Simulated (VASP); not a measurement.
A run of VASP 6.6.1:

The input POSCAR:

```
SnTe
1.0
    0.0000000000      2.6088220122      2.6088220122
    2.6088220122      0.0000000000      2.6088220122
    2.6088220122      2.6088220122      0.0000000000
Sn Te
1 1
Direct
    0.0000000000      0.0000000000      0.0000000000
    0.5000000000      0.5000000000      0.5000000000
```

Contents of INCAR.step1:

```
ALGO     = Normal         # electronic algorithm
EDIFF    = 1E-4           # SCF threshold, eV
ENCUT    = 520            # plane-wave cutoff, eV
GGA      = PE             # functional
ISMEAR   = -1             # smearing method
LASPH    = True           # aspherical terms in the spheres
LCHARG   = False          # write CHGCAR
LREAL    = False          # projectors in reciprocal space
LWAVE    = True           # write WAVECAR
NBANDS   = 17             # bands
NELM     = 80             # most SCF steps
PREC     = Accurate       # precision mode
SIGMA    = 0.08           # smearing width, eV
```

INCAR.step2

```
ALGO     = Normal         # electronic algorithm
EDIFF    = 1E-7           # SCF threshold, eV
ENCUT    = 520            # plane-wave cutoff, eV
ISIF     = 2              # what is computed and relaxed
ISMEAR   = -1             # smearing method
ISTART   = 1            
LASPH    = True           # aspherical terms in the spheres
LCHARG   = False          # write CHGCAR
LMIXTAU  = True         
LREAL    = False          # projectors in reciprocal space
LWAVE    = False          # write WAVECAR
METAGGA  = R2SCAN         # meta-GGA
NBANDS   = 17             # bands
NELM     = 80             # most SCF steps
PREC     = Accurate       # precision mode
SIGMA    = 0.08           # smearing width, eV
```

Contents of KPOINTS:

```
k-points
0
Gamma
  13 13 13
```

Potentials or basis: VASP PAW PBE potentials, release 64 (Sn_d, Te).

Command:

```bash
$ cat potpaw_PBE.64/Sn_d/POTCAR potpaw_PBE.64/Te/POTCAR > POTCAR
$ cp INCAR.step1 INCAR
$ mpirun -np 1 vasp_std > vasp.out
$ cp INCAR.step2 INCAR
$ mpirun -np 1 vasp_std > vasp.out
```

Hardware: 1 thread of Intel Xeon 8259CL, on a shared host.

Estimate the wall time of this run.

Wall time 5.1 min on 1 thread of Intel Xeon 8259CL, with other jobs on the host, peak memory 0.21 GiB. Counts: k points 84.
